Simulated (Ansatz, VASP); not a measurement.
**SnO in VASP and in Ansatz**

```
Sn O
1.0
     0.00000    2.82927    2.70821
     2.82927    0.00000    2.70821
     2.82927    2.82927    0.00000
Sn O
1 1
Direct
  0.00000 0.00000 0.00000
  0.25000 0.25000 0.25000
```

Change from the starting cell: biaxial_xy strain +4.5%.

Alike in both runs: task single point; functional r2SCAN; k mesh 8 × 8 × 8; occupations fermi-dirac, width 0.02 eV; no spin polarisation.

```csv
,VASP,Ansatz
version,VASP 6.6.1,Ansatz 0.2.0
potentials or method,"VASP PAW PBE potentials, release 64 (Sn_d, O)","plane waves, PAW"
plane-wave cutoff (eV),520,500
valence electrons in the cell,20,20
```

VASP gave:

```
pressure (GPa)                                                : -5.0
traceless stress, the component that is largest in VASP (GPa) : 0.29
```

Problem. Which values does Ansatz return?

Solution. Pressure (GPa): -5.2; traceless stress, the component that is largest in VASP (GPa): 0.31.

VASP's potentials were made for PBE, not for r2SCAN.
